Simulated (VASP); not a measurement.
# Ti (I4/mmm) in VASP: a series of runs

Runs on Ti. Level: PBE. Tasks: single point.

Everything below comes from runs of VASP 6.6.1. Logs are shortened: lines on timing, memory, paths and dates and some standing lists are left out, and cuts for length are marked.

**1. The cell of the first run**

The structure is tetragonal, space group I4/mmm (No. 139). Conventional cell: a = 3.337 Å, b = 3.337 Å, c = 3.097 Å, α = 90.00°, β = 90.00°, γ = 90.00°. Within 3.7 Å of Ti (site symmetry 4/mmm) lie 14 Ti at 2.82 to 3.34 Å.

**2. Single point, PBE (17.25 Å³/atom)**

Input file INCAR:

```
SYSTEM = Ti
  PREC = Accurate
  ENCUT = 520
  EDIFF = 1E-7
  ISMEAR = 0
  SIGMA = 0.15
  LREAL = .False.
  LASPH = .True.
  NELM = 60
  ALGO = Fast
  ISIF = 2
  LWAVE = .False.
  LCHARG = .False.
  GGA = PE
  NBANDS = 12
```

Input file KPOINTS:

```
regular mesh
0
Gamma
  22 22 22
  0 0 0
```

Input file POSCAR:

```
Ti
1.0
   -1.6686681917      1.6686681917      1.5485240819
    1.6686681917     -1.6686681917      1.5485240819
    1.6686681917      1.6686681917     -1.5485240819
Ti
1
Direct
    0.0000000000      0.0000000000      0.0000000000
```

Potentials or basis: VASP PAW PBE potentials, release 64 (Ti_sv).

Command:

```
cat potpaw_PBE.64/Ti_sv/POTCAR > POTCAR
mpirun -np 1 vasp_std > vasp.out
```

OUTCAR:

```text
SYSTEM = Ti
   PREC = Accurate
   ENCUT = 520
   EDIFF = 1E-7
   ISMEAR = 0
   LREAL = .False.
   LASPH = .True.
   NELM = 60
   ISIF = 2
   GGA = PE

 ion  position               nearest neighbor table
   1  0.000  0.000  0.000-

  LATTYP: Found a body centered tetragonal cell.
 ALAT       =     3.3373363834
 C/A-ratio  =     0.9280000000

  Lattice vectors:

 A1 = (  -1.6686681917,   1.6686681917,   1.5485240819)
 A2 = (   1.6686681917,  -1.6686681917,   1.5485240819)
 A3 = (   1.6686681917,   1.6686681917,  -1.5485240819)

Analysis of symmetry for initial positions (statically):
=====================================================================
 Subroutine PRICEL returns:
 Original cell was already a primitive cell.

 Routine SETGRP: Setting up the symmetry group for a
 body centered tetragonal supercell.

 Subroutine GETGRP returns: Found 16 space group operations
 (whereof 16 operations were pure point group operations)
 out of a pool of 16 trial point group operations.

The static configuration has the point symmetry D_4h.

Analysis of symmetry for dynamics (positions and initial velocities):
=====================================================================
 Subroutine PRICEL returns:
 Original cell was already a primitive cell.

 Routine SETGRP: Setting up the symmetry group for a
 body centered tetragonal supercell.

 Subroutine GETGRP returns: Found 16 space group operations
 (whereof 16 operations were pure point group operations)
 out of a pool of 16 trial point group operations.

The dynamic configuration has the point symmetry D_4h.

 Subroutine INISYM returns: Found 16 space group operations
 (whereof 16 operations are pure point group operations),
 and found     1 'primitive' translations

----------------------------------------------------------------------------------------

                                     Primitive cell

  volume of cell :      17.2472

  direct lattice vectors                    reciprocal lattice vectors
    -1.668668192  1.668668192  1.548524082     0.000000000  0.299640158  0.322888101
     1.668668192 -1.668668192  1.548524082     0.299640158  0.000000000  0.322888101
     1.668668192  1.668668192 -1.548524082     0.299640158  0.299640158  0.000000000

  length of vectors
     2.822558042  2.822558042  2.822558042     0.440500794  0.440500794  0.423755175

  position of ions in fractional coordinates (direct lattice)
     0.000000000  0.000000000  0.000000000

  ion indices of the primitive-cell ions
   primitive index   ion index
                 1           1

----------------------------------------------------------------------------------------

 KPOINTS: regular mesh

Automatic generation of k-mesh.
 Grid dimensions read from file:
 generate k-points for:   22   22   22

 Generating k-lattice:

  Cartesian coordinates                     Fractional coordinates (reciprocal lattice)
     0.000000000  0.013620007  0.014676732     0.045454545  0.000000000  0.000000000
     0.013620007  0.000000000  0.014676732     0.000000000  0.045454545  0.000000000
     0.013620007  0.013620007  0.000000000     0.000000000  0.000000000  0.045454545

  Length of vectors
     0.020022763  0.020022763  0.019261599

  Shift w.r.t. Gamma in fractional coordinates (k-lattice)
     0.000000000  0.000000000  0.000000000

 Subroutine IBZKPT returns following result:
 ===========================================

 Found    834 irreducible k-points:

 Following reciprocal coordinates:
            Coordinates               Weight
  0.000000  0.000000  0.000000      1.000000
  0.045455 -0.000000  0.000000      8.000000
  0.090909 -0.000000  0.000000      8.000000
  0.136364 -0.000000  0.000000      8.000000
  0.181818  0.000000  0.000000      8.000000
  0.227273 -0.000000  0.000000      8.000000
[... 16 lines left out ...]
  0.500000  0.045455  0.000000     16.000000
 -0.454545  0.045455 -0.000000     16.000000
 [... further k-points ...]
   k-points           NKPTS =    834   k-points in BZ     NKDIM =    834   number of bands    NBANDS=     12
   number of dos      NEDOS =    301   number of ions     NIONS =      1
   total plane-waves  NPLWV =  13824
   dimension x,y,z NGX =    24 NGY =   24 NGZ =   24
   dimension x,y,z NGXF=    48 NGYF=   48 NGZF=   48
   ions per type =               1
   NGX,Y,Z   is equivalent  to a cutoff of  14.14, 14.14, 14.14 a.u.
   NGXF,Y,Z  is equivalent  to a cutoff of  28.27, 28.27, 28.27 a.u.
 SYSTEM =  Ti
   PREC   = accura    normal or accurate (medium, high low for compatibility)
   ISTART =      0    job   : 0-new  1-cont  2-samecut
   ICHARG =      2    charge: 1-file 2-atom 10-const
   ISPIN  =      1    spin polarized calculation?
   LNONCOLLINEAR =      F non collinear calculations
   LSORBIT =      F    spin-orbit coupling
   LASPH  =      T    aspherical Exc in radial PAW
   ENCUT  =  520.0 eV  38.22 Ry    6.18 a.u.   5.25  5.25  5.25*2*pi/ulx,y,z
   NELM   =     60;   NELMIN=  2; NELMDL= -5     # of ELM steps
   EDIFF  = 0.1E-06   stopping-criterion for ELM
   LREAL  =      F    real-space projection
   EDIFFG = 0.1E-05   stopping-criterion for IOM
   NSW    =      0    number of steps for IOM
   IBRION =     -1    ionic relax: 0-MD 1-quasi-New 2-CG
   NFREE  =      0    steps in history (QN), initial steepest desc. (CG)
   ISIF   =      2    stress and relaxation
   ISYM   =      2    0-nonsym 1-usesym 2-fastsym
   POTIM  = 0.5000    time-step for ionic-motion
   TEBEG  =    0.0;   TEEND  =   0.0 temperature during run
   PSTRESS=    0.0 pullay stress
   NELECT =      12.0000    total number of electrons
   NUPDOWN=      -1.0000    fix difference up-down
   EMIN   =  10.00;   EMAX   =-10.00  energy-range for DOS
   EFERMI =   0.00;   METHOD = LEGACY
   ISMEAR =     0;   SIGMA  =   0.15  broadening in eV -4-tet -1-fermi 0-gaus
   EFERMI_NEDOS =   21; number of points for ismear=-14 and -15
   IALGO  =     68    algorithm
   IMIX   =      4    mixing-type and parameters
     AMIX     =   0.40;   BMIX     =  1.00
     AMIX_MAG =   1.60;   BMIX_MAG =  1.00
  volume/ion in A,a.u.               =      17.25       116.39
  Fermi-wavevector in a.u.,A,eV,Ry     =   1.450650  2.741331 28.631897  2.104385
  Thomas-Fermi vector in A             =   2.568238
   LORBIT       =      0    0 simple, 1 ext, 2 COOP (PROOUT), +10 PAW based schemes
   GGA     = PE    functional components
   LHFCALC =     F    Hartree Fock is set to
   AEXX    =    0.0000 exact exchange contribution
   IVDW    =     0    specifies the selected vdW correction
   LEPSILON=     F    determine dielectric tensor
   LRPA    =     F    only Hartree local field effects (RPA)
 non-spin polarized calculation
 RMM-DIIS sequential band-by-band and
 Gauss-broadening in eV      SIGMA  =   0.15
  energy-cutoff  :      520.00
  volume of cell :       17.25
 maximum number of plane-waves:       474
 NGX is ok and might be reduce to    24
   NGX = 11   NGY = 11   NGZ = 11

 number of electron      12.0000001 magnetization

 Free energy of the ion-electron system (eV)
  ---------------------------------------------------
  ext. energy  EPLUGINS =         0.00000000
  ---------------------------------------------------
  free energy    TOTEN  =        -7.74358003 eV

  energy without entropy =       -7.71793583  energy(sigma->0) =       -7.73075793

 E-fermi :   8.1766     XC(G=0): -11.5270

 val. band max:        8.1764139484   @ k =   0.3182   0.1818   0.1364
 cond. band min:       8.1792494597   @ k =  -0.3182  -0.3182   0.0909
 fundamental gap:      0.0028355112
 Fermi energy:         8.1766282854

 k-point     1 :       0.0000    0.0000    0.0000
  band No.  band energies     occupation
      1     -48.3680      2.00000
      2     -24.2168      2.00000
      3     -24.2149      2.00000
      4     -24.2149      2.00000
      5       2.1905      2.00000
      6       8.7991      0.00000
      7       9.3647      0.00000
      8       9.3647      0.00000
      9      10.5473      0.00000
     10      11.2099      0.00000
     11      25.1814      0.00000
     12      25.1814      0.00000

 k-point     2 :       0.0455   -0.0000    0.0000
  band No.  band energies     occupation
      1     -48.3653      2.00000
      2     -24.2306      2.00000
      3     -24.2195      2.00000
      4     -24.2162      2.00000
      5       2.2641      2.00000
      6       8.8104      0.00000
      7       9.3511      0.00000
      8       9.3688      0.00000
      9      10.5487      0.00000
     10      11.1772      0.00000
     11      25.1655      0.00000
     12      25.2536      0.00000

 k-point     3 :       0.0909   -0.0000    0.0000
  band No.  band energies     occupation
      1     -48.3571      2.00000
      2     -24.2728      2.00000
      3     -24.2330      2.00000
      4     -24.2179      2.00000
      5       2.4815      2.00000
      6       8.8054      0.00000
      7       9.3001      0.00000
      8       9.4230      0.00000
      9      10.5577      0.00000
     10      11.0962      0.00000
     11      25.0675      0.00000
     12      25.4609      0.00000

 k-point     4 :       0.1364   -0.0000    0.0000
  band No.  band energies     occupation
      1     -48.3442      2.00000
      2     -24.3390      2.00000
      3     -24.2543      2.00000
      4     -24.2204      2.00000
      5       2.8318      2.00000
      6       8.7185      0.00000
      7       9.1894      0.00000
      8       9.6001      0.00000
      9      10.5876      0.00000
     10      11.0080      0.00000
     11      24.7364      0.00000
     12      25.5684      0.00000

 k-point     5 :       0.1818    0.0000    0.0000
  band No.  band energies     occupation
      1     -48.3276      2.00000
      2     -24.4232      2.00000
      3     -24.2814      2.00000
      4     -24.2235      2.00000
      5       3.2957      2.00000
      6       8.5552      0.00036
      7       9.0115      0.00000
      8       9.9029      0.00000
      9      10.6527      0.00000
     10      10.9494      0.00000
     11      23.9861      0.00000
     12      24.9095      0.00000
[... 228 lines left out ...]
      1     -48.2338      2.00000
      2     -24.8709      2.00000
      3     -24.4322      2.00000
      4     -24.2476      2.00000
      5       5.6840      2.00000
      6       7.6172      2.00000
      7       9.1167      0.00000
      8      10.9104      0.00000
      9      11.5389      0.00000
     10      12.3072      0.00000
     11      17.7541      0.00000
     12      21.5519      0.00000

 k-point    22 :       0.4545    0.0455    0.0000
  band No.  band energies     occupation
      1     -48.2285      2.00000
      2     -24.8955      2.00000
      3     -24.4416      2.00000
      4     -24.2481      2.00000
      5       5.7319      2.00000
      6       7.5673      2.00000
      7       9.3676      0.00000
      8      10.9239      0.00000
      9      11.5778      0.00000
     10      12.5066      0.00000
     11      17.2511      0.00000
     12      21.3565      0.00000

 k-point    23 :       0.5000    0.0455    0.0000
  band No.  band energies     occupation
      1     -48.2287      2.00000
      2     -24.8943      2.00000
      3     -24.4419      2.00000
      4     -24.2474      2.00000
      5       5.7290      2.00000
      6       7.5700      2.00000
      7       9.3651      0.00000
      8      10.9248      0.00000
      9      11.5537      0.00000
     10      12.5128      0.00000
     11      17.2737      0.00000
     12      21.3566      0.00000

 k-point    24 :      -0.4545    0.0455   -0.0000
  band No.  band energies     occupation
      1     -48.2346      2.00000
      2     -24.8673      2.00000
      3     -24.4330      2.00000
      4     -24.2457      2.00000
      5       5.6742      2.00000
      6       7.6246      2.00000
      7       9.1052      0.00000
      8      10.9357      0.00000
      9      11.4586      0.00000
     10      12.3251      0.00000
     11      17.8135      0.00000
     12      21.5501      0.00000

 [... further k-points ...]

------------------------ aborting loop because EDIFF is reached ----------------------------------------

  FORCE on cell =-STRESS in cart. coord.  units (eV):
  Direction    XX          YY          ZZ          XY          YZ          ZX
  --------------------------------------------------------------------------------------
  -------------------------------------------------------------------------------------
  Total        0.0730297      0.0730297     -0.1654149      0.0000000      0.0000000     -0.0000000
  in kB        6.7841001      6.7841001    -15.3662308      0.0000000      0.0000000     -0.0000000
  external PRESSURE =      -0.5993435 kB  Pullay stress =       0.0000000 kB

 VOLUME and BASIS-vectors are now :
 -----------------------------------------------------------------------------
  energy-cutoff  :      520.00
  volume of cell :       17.25
      direct lattice vectors                 reciprocal lattice vectors
    -1.668668192  1.668668192  1.548524082     0.000000000  0.299640158  0.322888101
     1.668668192 -1.668668192  1.548524082     0.299640158  0.000000000  0.322888101
     1.668668192  1.668668192 -1.548524082     0.299640158  0.299640158  0.000000000

 POSITION                                       TOTAL-FORCE (eV/Angst)
 -----------------------------------------------------------------------------------
      0.00000      0.00000      0.00000        -0.000000      0.000000      0.000000
 -----------------------------------------------------------------------------------
    total drift:                               -0.000000      0.000000      0.000000

  FREE ENERGIE OF THE ION-ELECTRON SYSTEM (eV)
  ---------------------------------------------------
  free  energy   TOTEN  =        -7.7435800324 eV

  energy  without entropy=       -7.7179358332  energy(sigma->0) =       -7.73075793
```

Wall time 2.7 min (1 thread of Intel Xeon Platinum 8559C (Emerald Rapids), shared host); peak memory 0.28 GiB.

What came out:

| Property | Result |
| --- | --- |
| Free energy | -7.7436 eV |
| Pressure | -0.1 GPa |
| Band gap on the k mesh | zero (bands 6 and 7 overlap by 1.53 eV) |

Stress tensor (GPa, compression positive):
```
 0.68  0.00  0.00
 0.00  0.68  0.00
 0.00  0.00 -1.54
```

Levels at points of the mesh, in eV from the Fermi level:
```
           k point  band 2  band 3  band 4  band 5  band 6  band 7  band 8  band 9  band 10  band 11
(0.00, 0.00, 0.00)  -32.39  -32.39  -32.39   -5.99    0.62    1.19    1.19    2.37     3.03    17.00
(0.50, 0.00, 0.00)  -33.08  -32.62  -32.42   -2.48   -0.62    1.34    2.74    3.36     4.28     9.03
(0.50, 0.50, 0.00)  -33.08  -32.58  -32.37   -2.49    0.04    0.81    2.30    2.91     4.22     8.46
(0.50, 0.50, 0.50)  -32.89  -32.89  -32.79   -2.24   -2.05    3.89    3.89    4.02     7.72     7.72
```

(Continued in part 2 of 2.)
